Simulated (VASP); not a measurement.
Write the native input for VASP 6.6.1 that does the following.

```yaml
Task: single point
Functional: PBE
Potentials_or_basis: VASP PAW PBE potentials, release 64 (Co, O)
Cutoff: 600 eV
k_mesh: 10 × 10 × 10
Occupations: fermi-dirac, width 0.2 eV
Spin: collinear spin, ferromagnetic start
Starting_moments: "[2.5, 0.0] μB"
Dipole_correction: no
Further_INCAR_settings: ALGO = Normal; EDIFF = 1e-06; NBANDS = 18
```

The structure of CoO lies in POSCAR:

```
CoO
1.0
    0.0000000000      2.1315000000      2.1315000000
    2.1315000000      0.0000000000      2.1315000000
    2.1315000000      2.1315000000      0.0000000000
Co O
1 1
Direct
    0.0000000000      0.0000000000      0.0000000000
    0.5000000000      0.5000000000      0.5000000000
```

These files were run (other wordings do the same):

INCAR

```
PREC = Accurate
ENCUT = 600
EDIFF = 1E-6
ISMEAR = -1
SIGMA = 0.2
LREAL = False
LASPH = True
NELM = 200
ALGO = Normal
ISIF = 2
LWAVE = False
LCHARG = False
ISPIN = 2
MAGMOM = 2.5 0
LORBIT = 11
LMAXMIX = 4
GGA = PE
NBANDS = 18
GGA_COMPAT = False
```

KPOINTS

```
Automatic mesh
0
Gamma
  10 10 10
```

Potentials or basis: VASP PAW PBE potentials, release 64 (Co, O).

Launch:

```bash
$ cat potpaw_PBE.64/Co/POTCAR potpaw_PBE.64/O/POTCAR > POTCAR
$ mpirun -np 1 vasp_std > vasp.out
```

It gave:

The pressure is -3.0 GPa. The net moment is 2.74 μB per cell, the site moments are Co +2.44; O +0.25 μB and the valence electrons inside the program's atomic spheres are Co 7.80; O 4.97.

Caveat: a cell with one magnetic atom can't hold antiferromagnetic order, which such compounds often take.

It took 19 s on 1 thread of AMD EPYC 9R45 96-Core Processor (Zen 5) (shared host), peak memory 0.14 GiB.
